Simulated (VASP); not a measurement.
A run of VASP 6.6.1:

Contents of INCAR:

```
  PREC = Accurate
  ENCUT = 520
  EDIFF = 1E-6
  ISMEAR = 0
  SIGMA = 0.15
  LREAL = False
  LASPH = True
  NELM = 100
  ALGO = Fast
  ISIF = 2
  LWAVE = False
  LCHARG = True
  GGA = PE
  LELF = True
  LVHAR = True
  NBANDS = 22
```

File KPOINTS:

```
Automatic mesh
0
Gamma
  21 21 12
```

POSCAR

```
Rh
1.0
    2.9163851094      0.0000000000      0.0000000000
   -1.4581925547      2.5256635919      0.0000000000
    0.0000000000      0.0000000000      4.2873777493
Rh
2
Direct
    0.6666666667      0.3333333333      0.7500000000
    0.3333333333      0.6666666667      0.2500000000
```

Potentials or basis: VASP PAW PBE potentials, release 64 (Rh_pv).

Run with:

```bash
$ cat potpaw_PBE.64/Rh_pv/POTCAR > POTCAR
$ mpirun -np 1 vasp_std > vasp.out
```

Hardware: 1 thread of Intel(R) Xeon(R) Platinum 8488C (Sapphire Rapids), with other jobs on the host.

How long does it take, and how much memory?

It took 96 s on 1 thread of Intel(R) Xeon(R) Platinum 8488C (Sapphire Rapids), with other jobs on the host, peak memory 0.29 GiB. Counts: scf iterations 12, k points 336.
